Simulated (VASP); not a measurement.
# GaCo (Pm-3m) in VASP: notebook

Runs on GaCo. Level: PBE. Tasks: single point.

All numbers are computed with VASP 6.6.1; they aren't measurements. Logs are shortened: lines on timing, memory, paths and dates and some standing lists are left out, and cuts for length are marked.

## (1) The cell of the first run

The structure is cubic, space group Pm-3m (No. 221). Conventional cell: a = 2.819 Å, b = 2.819 Å, c = 2.819 Å, α = 90.00°, β = 90.00°, γ = 90.00°. Within 3.2 Å of Ga (site symmetry m-3m) lie 8 Co at 2.44 Å and 6 Ga at 2.82 Å. Within 3.2 Å of Co (site symmetry m-3m) lie 8 Ga at 2.44 Å and 6 Co at 2.82 Å.

## (2) Single point, PBE, collinear spin, ferromagnetic start

File INCAR:

```
ALGO = Normal
EDIFF = 1E-6
ENCUT = 520
GGA = PE
ISIF = 2
ISMEAR = -1
ISPIN = 2
LASPH = True
LCHARG = False
LMAXMIX = 4
LORBIT = 11
LREAL = False
LWAVE = False
MAGMOM = 0 1.8
NBANDS = 22
NELM = 150
PREC = Accurate
SIGMA = 0.05
```

File KPOINTS:

```
k-points
0
Gamma
  8 8 8
```

File POSCAR:

```
GaCo
1.0
    2.8192488209      0.0000000000      0.0000000000
    0.0000000000      2.8192488209      0.0000000000
    0.0000000000      0.0000000000      2.8192488209
Ga Co
1 1
Direct
    0.5000000000      0.5000000000      0.5000000000
    0.0000000000      0.0000000000      0.0000000000
```

Potentials or basis: VASP PAW PBE potentials, release 64 (Ga_d, Co).

Launch:

```console
cat potpaw_PBE.64/Ga_d/POTCAR potpaw_PBE.64/Co/POTCAR > POTCAR
mpirun -np 1 vasp_std > vasp.out
```

OUTCAR:

```text
EDIFF = 1E-6
   ENCUT = 520
   GGA = PE
   ISIF = 2
   ISMEAR = -1
   ISPIN = 2
   LASPH = True
   LORBIT = 11
   LREAL = False
   NELM = 150
   PREC = Accurate

 ion  position               nearest neighbor table
   1  0.500  0.500  0.500-   2 2.44   2 2.44   2 2.44   2 2.44   2 2.44   2 2.44   2 2.44   2 2.44

   2  0.000  0.000  0.000-   1 2.44   1 2.44   1 2.44   1 2.44   1 2.44   1 2.44   1 2.44   1 2.44

  LATTYP: Found a simple cubic cell.
 ALAT       =     2.8192488209

  Lattice vectors:

 A1 = (   2.8192488209,   0.0000000000,   0.0000000000)
 A2 = (   0.0000000000,   2.8192488209,   0.0000000000)
 A3 = (   0.0000000000,   0.0000000000,   2.8192488209)

Analysis of symmetry for initial positions (statically):
=====================================================================
 Subroutine PRICEL returns:
 Original cell was already a primitive cell.

 Routine SETGRP: Setting up the symmetry group for a
 simple cubic supercell.

 Subroutine GETGRP returns: Found 48 space group operations
 (whereof 48 operations were pure point group operations)
 out of a pool of 48 trial point group operations.

The static configuration has the point symmetry O_h .

Analysis of symmetry for dynamics (positions and initial velocities):
=====================================================================
 Subroutine PRICEL returns:
 Original cell was already a primitive cell.

 Routine SETGRP: Setting up the symmetry group for a
 simple cubic supercell.

 Subroutine GETGRP returns: Found 48 space group operations
 (whereof 48 operations were pure point group operations)
 out of a pool of 48 trial point group operations.

The dynamic configuration has the point symmetry O_h .

Analysis of structural, dynamic, and magnetic symmetry:
=====================================================================
 Subroutine PRICEL returns:
 Original cell was already a primitive cell.

 Routine SETGRP: Setting up the symmetry group for a
 simple cubic supercell.

 Subroutine GETGRP returns: Found 48 space group operations
 (whereof 48 operations were pure point group operations)
 out of a pool of 48 trial point group operations.

The overall configuration has the point symmetry O_h .

 Subroutine INISYM returns: Found 48 space group operations
 (whereof 48 operations are pure point group operations),
 and found     1 'primitive' translations

----------------------------------------------------------------------------------------

                                     Primitive cell

  volume of cell :      22.4079
[... 106 lines left out ...]
   IALGO  =     38    algorithm
   IMIX   =      4    mixing-type and parameters
     AMIX     =   0.40;   BMIX     =  1.00
     AMIX_MAG =   1.60;   BMIX_MAG =  1.00
  volume/ion in A,a.u.               =      11.20        75.61
  Fermi-wavevector in a.u.,A,eV,Ry     =   1.627105  3.074783 36.021037  2.647472
  Thomas-Fermi vector in A             =   2.719955
   LORBIT       =     11    0 simple, 1 ext, 2 COOP (PROOUT), +10 PAW based schemes
   GGA     = PE    functional components
   LHFCALC =     F    Hartree Fock is set to
   AEXX    =    0.0000 exact exchange contribution
   IVDW    =     0    specifies the selected vdW correction
   LEPSILON=     F    determine dielectric tensor
   LRPA    =     F    only Hartree local field effects (RPA)
 spin polarized calculation
  energy-cutoff  :      520.00
  volume of cell :       22.41
 maximum number of plane-waves:       624
 NGX is ok and might be reduce to    24
   NGX = 11   NGY = 11   NGZ = 11

 number of electron      21.9999989 magnetization       0.1166792

 Free energy of the ion-electron system (eV)
  ---------------------------------------------------
  ext. energy  EPLUGINS =         0.00000000
  ---------------------------------------------------
  free energy    TOTEN  =       -10.41842953 eV

  energy without entropy =      -10.40761992  energy(sigma->0) =      -10.41302473

 E-fermi :  10.6829     XC(G=0): -13.5512

 val. band max:       10.6715038395   @ k =   0.5000   0.3750   0.0000
 cond. band min:      10.6867728272   @ k =   0.5000   0.1250   0.0000
 fundamental gap:      0.0152689877
 Fermi energy:        10.6828998479

 spin component 1

 k-point     1 :       0.0000    0.0000    0.0000
  band No.  band energies     occupation
      1      -4.6587      1.00000
      2      -4.6587      1.00000
      3      -4.2473      1.00000
      4      -4.2473      1.00000
      5      -4.2473      1.00000
      6      -1.9500      1.00000
[... 589 lines left out ...]
     21      35.0930      0.00000
     22      39.0168      0.00000

 [... further k-points ...]

 spin component 2

 k-point     1 :       0.0000    0.0000    0.0000
  band No.  band energies     occupation
      1      -4.6607      1.00000
      2      -4.6607      1.00000
      3      -4.2492      1.00000
      4      -4.2492      1.00000
      5      -4.2492      1.00000
      6      -1.9570      1.00000
[... 589 lines left out ...]
     21      35.0853      0.00000
     22      39.0066      0.00000

 [... further k-points ...]
[... 5 lines left out ...]
  --------------------------------------------------------------------------------------
  -------------------------------------------------------------------------------------
  Total        1.9498059      1.9498059      1.9498059     -0.0000000     -0.0000000      0.0000000
  in kB      139.4125057    139.4125057    139.4125057     -0.0000000     -0.0000000      0.0000000
  external PRESSURE =     139.4125057 kB  Pullay stress =       0.0000000 kB

 VOLUME and BASIS-vectors are now :
 -----------------------------------------------------------------------------
  energy-cutoff  :      520.00
  volume of cell :       22.41
      direct lattice vectors                 reciprocal lattice vectors
     2.819248821  0.000000000  0.000000000     0.354704414  0.000000000  0.000000000
     0.000000000  2.819248821  0.000000000     0.000000000  0.354704414  0.000000000
     0.000000000  0.000000000  2.819248821     0.000000000  0.000000000  0.354704414

 POSITION                                       TOTAL-FORCE (eV/Angst)
 -----------------------------------------------------------------------------------
      1.40962      1.40962      1.40962         0.000000      0.000000      0.000000
      0.00000      0.00000      0.00000         0.000000      0.000000      0.000000
 -----------------------------------------------------------------------------------
    total drift:                                0.000000      0.000000     -0.000000

  FREE ENERGIE OF THE ION-ELECTRON SYSTEM (eV)
  ---------------------------------------------------
  free  energy   TOTEN  =       -10.4184295340 eV

  energy  without entropy=      -10.4076199185  energy(sigma->0) =      -10.41302473

 total charge

# of ion       s       p       d       tot
------------------------------------------
    1        0.857   0.953  10.077  11.887
    2        0.411   0.502   7.565   8.478
--------------------------------------------------
tot          1.268   1.455  17.642  20.365

 magnetization (x)

# of ion       s       p       d       tot
------------------------------------------
    1       -0.001  -0.003  -0.003  -0.007
    2        0.001  -0.002   0.129   0.128
--------------------------------------------------
tot         -0.000  -0.005   0.126   0.121
```

OSZICAR:

```text
N       E                     dE             d eps       ncg     rms          rms(c)
DAV:   1     0.115033312393E+03    0.11503E+03   -0.94049E+03  3500   0.178E+03
DAV:   2    -0.155319789120E+01   -0.11659E+03   -0.10918E+03  3170   0.315E+02
DAV:   3    -0.109218701157E+02   -0.93687E+01   -0.92231E+01  3464   0.774E+01
DAV:   4    -0.110767440317E+02   -0.15487E+00   -0.15473E+00  3682   0.101E+01
DAV:   5    -0.110823259167E+02   -0.55819E-02   -0.55815E-02  4238   0.173E+00    0.108E+01
DAV:   6    -0.119467943484E+02   -0.86447E+00   -0.13345E+01  3688   0.409E+01    0.991E+00
DAV:   7    -0.104492403143E+02    0.14976E+01   -0.52936E+00  3608   0.303E+01    0.235E+00
DAV:   8    -0.104235273821E+02    0.25713E-01   -0.12298E-01  4268   0.329E+00    0.817E-01
DAV:   9    -0.104193483178E+02    0.41791E-02   -0.84890E-03  4136   0.842E-01    0.423E-01
DAV:  10    -0.104184513285E+02    0.89699E-03   -0.93315E-04  4784   0.287E-01    0.875E-02
DAV:  11    -0.104184307756E+02    0.20553E-04   -0.42473E-05  4234   0.696E-02    0.510E-02
DAV:  12    -0.104184292471E+02    0.15286E-05   -0.95507E-06  4054   0.318E-02    0.224E-02
DAV:  13    -0.104184295340E+02   -0.28692E-06   -0.13952E-06  3122   0.158E-02
   1 F= -.10418430E+02 E0= -.10413025E+02  d E =-.108096E-01  mag=     0.1162
```

stdout:

```text
POSCAR found type information on POSCAR GaCo
 POSCAR found :  2 types and       2 ions
 scaLAPACK will be used
 LDA part: xc-table for (Slater+PW92), standard interpolation
 POSCAR, INCAR and KPOINTS ok, starting setup
 FFT: planning ... GRIDC
 FFT: planning ... GRID_SOFT
 FFT: planning ... GRID
 WAVECAR not read
 entering main loop
```

It took 41 s on 1 thread of Intel Xeon 8259CL, shared host; peak memory 0.17 GiB.

What came out:

* Free energy: -10.4184 eV
* Pressure: 13.9 GPa
* Net moment: 0.12 μB per cell
* Site moments: Ga -0.01; Co +0.13 μB
* Valence electrons inside the program's atomic spheres: Ga 11.89; Co 8.48

Caveat: the cell stands under pressure.

## (3) Single point, PBE, collinear spin, ferromagnetic start

This run uses another cell than the first one, of 11.44 Å³/atom.

File INCAR:

```
  PREC = Accurate
  ENCUT = 520
  EDIFF = 1E-6
  ISMEAR = -1
  SIGMA = 0.05
  LREAL = False
  LASPH = True
  NELM = 150
  ALGO = Normal
  ISIF = 2
  LWAVE = False
  LCHARG = False
  ISPIN = 2
  MAGMOM = 0 1.8
  LORBIT = 11
  LMAXMIX = 4
  GGA = PE
  NBANDS = 22
```

File KPOINTS:

```
Automatic mesh
0
Gamma
  8 8 8
```

File POSCAR:

```
GaCo
1.0
    2.8391033400      0.0000000000      0.0000000000
    0.0000000000      2.8391033400      0.0000000000
    0.0000000000      0.0000000000      2.8391033400
Ga Co
1 1
Direct
    0.5000000000      0.5000000000      0.5000000000
    0.0000000000      0.0000000000      0.0000000000
```

Potentials or basis: VASP PAW PBE potentials, release 64 (Ga_d, Co).

Launch:

```console
cat potpaw_PBE.64/Ga_d/POTCAR potpaw_PBE.64/Co/POTCAR > POTCAR
mpirun -np 1 vasp_std > vasp.out
```

Wall time 58 s (1 thread of Intel Xeon 8259CL, shared host); peak memory 0.17 GiB.

The run converged. Its results:

```yaml
Free_energy: -10.4529 eV
Pressure: 9.2 GPa
Net_moment: 0.14 μB per cell
Site_moments: Ga -0.01; Co +0.15 μB
Valence_electrons_inside_the_program's_atomic_spheres: Ga 11.85; Co 8.44
```

Levels at points of the mesh, in eV from the Fermi level:
Spin up:
```csv
k point,band 9,band 10,band 11,band 12,band 13,band 14
"(0.00, 0.00, 0.00)",-0.82,-0.82,-0.82,5.34,5.34,5.34
"(0.50, 0.00, 0.00)",-1.90,-1.90,-0.82,0.00,11.02,11.02
"(0.50, 0.50, 0.00)",-2.68,-1.34,-1.34,-0.39,2.42,3.29
"(0.50, 0.50, 0.50)",-0.35,-0.35,0.91,3.92,3.92,3.92
```
Spin down:
| k point | band 7 | band 8 | band 9 | band 10 | band 11 | band 12 | band 13 | band 14 | band 15 | band 16 |
| --- | --- | --- | --- | --- | --- | --- | --- | --- | --- | --- |
| (0.00, 0.00, 0.00) | -2.60 | -2.60 | -0.73 | -0.73 | -0.73 | 5.33 | 5.33 | 5.33 | 11.34 | 11.34 |
| (0.50, 0.00, 0.00) | -7.13 | -2.37 | -1.82 | -1.82 | -0.73 | 0.25 | 11.02 | 11.02 | 11.79 | 12.98 |
| (0.50, 0.50, 0.00) | -3.29 | -3.29 | -2.51 | -1.25 | -1.25 | -0.12 | 2.49 | 3.40 | 11.94 | 15.48 |
| (0.50, 0.50, 0.50) | -4.30 | -4.30 | -0.08 | -0.08 | 0.90 | 3.92 | 3.92 | 3.92 | 4.98 | 4.98 |

Caveat: the cell stands under pressure.

## (4) Single point, PBE, collinear spin, ferromagnetic start

This run uses another cell than the first one, of 11.68 Å³/atom.

File INCAR:

```
SYSTEM = GaCo
ALGO = Normal ; EDIFF = 1E-6
ENCUT = 520 ; GGA = PE
ISIF = 2 ; ISMEAR = -1
ISPIN = 2 ; LASPH = .True.
LCHARG = .False. ; LMAXMIX = 4
LORBIT = 11 ; LREAL = .False.
LWAVE = .False. ; MAGMOM = 0 1.8
NBANDS = 22 ; NELM = 150
PREC = Accurate ; SIGMA = 0.05
```

File KPOINTS:

```
k-points
0
Gamma
  8 8 8
  0 0 0
```

File POSCAR:

```
GaCo
1.0
    2.8586839818      0.0000000000      0.0000000000
    0.0000000000      2.8586839818      0.0000000000
    0.0000000000      0.0000000000      2.8586839818
Ga Co
1 1
Direct
    0.5000000000      0.5000000000      0.5000000000
    0.0000000000      0.0000000000      0.0000000000
```

Launch:

```console
cat potpaw_PBE.64/Ga_d/POTCAR potpaw_PBE.64/Co/POTCAR > POTCAR
mpirun -np 1 vasp_std > vasp.out
```

It took 63 s on 1 thread of Intel Xeon 8259CL, shared host; peak memory 0.17 GiB.

Results (log left out):

| Item | Value |
| --- | --- |
| Free energy | -10.4739 eV |
| Pressure | 5.0 GPa |
| Net moment | 0.17 μB per cell |
| Site moments | Ga -0.01; Co +0.19 μB |
| Valence electrons inside the program's atomic spheres | Ga 11.82; Co 8.39 |

Levels at points of the mesh, in eV from the Fermi level:
Spin up:
| k point | band 7 | band 8 | band 9 | band 10 | band 11 | band 12 | band 13 | band 14 | band 15 | band 16 |
| --- | --- | --- | --- | --- | --- | --- | --- | --- | --- | --- |
| (0.00, 0.00, 0.00) | -2.74 | -2.74 | -0.80 | -0.80 | -0.80 | 5.29 | 5.29 | 5.29 | 11.15 | 11.15 |
| (0.50, 0.00, 0.00) | -7.00 | -2.51 | -1.83 | -1.83 | -0.80 | -0.03 | 10.83 | 10.83 | 11.73 | 12.82 |
| (0.50, 0.50, 0.00) | -3.19 | -3.19 | -2.62 | -1.30 | -1.30 | -0.40 | 2.32 | 3.21 | 11.76 | 15.34 |
| (0.50, 0.50, 0.50) | -4.21 | -4.21 | -0.37 | -0.37 | 0.80 | 3.90 | 3.90 | 3.90 | 4.85 | 4.85 |
Spin down:
| k point | band 8 | band 9 | band 10 | band 11 | band 12 | band 13 | band 14 | band 15 |
| --- | --- | --- | --- | --- | --- | --- | --- | --- |
| (0.00, 0.00, 0.00) | -2.48 | -0.68 | -0.68 | -0.68 | 5.27 | 5.27 | 5.27 | 11.22 |
| (0.50, 0.00, 0.00) | -2.24 | -1.74 | -1.74 | -0.68 | 0.29 | 10.84 | 10.84 | 11.70 |
| (0.50, 0.50, 0.00) | -3.20 | -2.41 | -1.19 | -1.19 | -0.06 | 2.41 | 3.33 | 11.75 |
| (0.50, 0.50, 0.50) | -4.17 | -0.02 | -0.02 | 0.78 | 3.89 | 3.89 | 3.89 | 4.90 |

Caveat: the cell stands under pressure.

(Continued in part 2 of 2.)
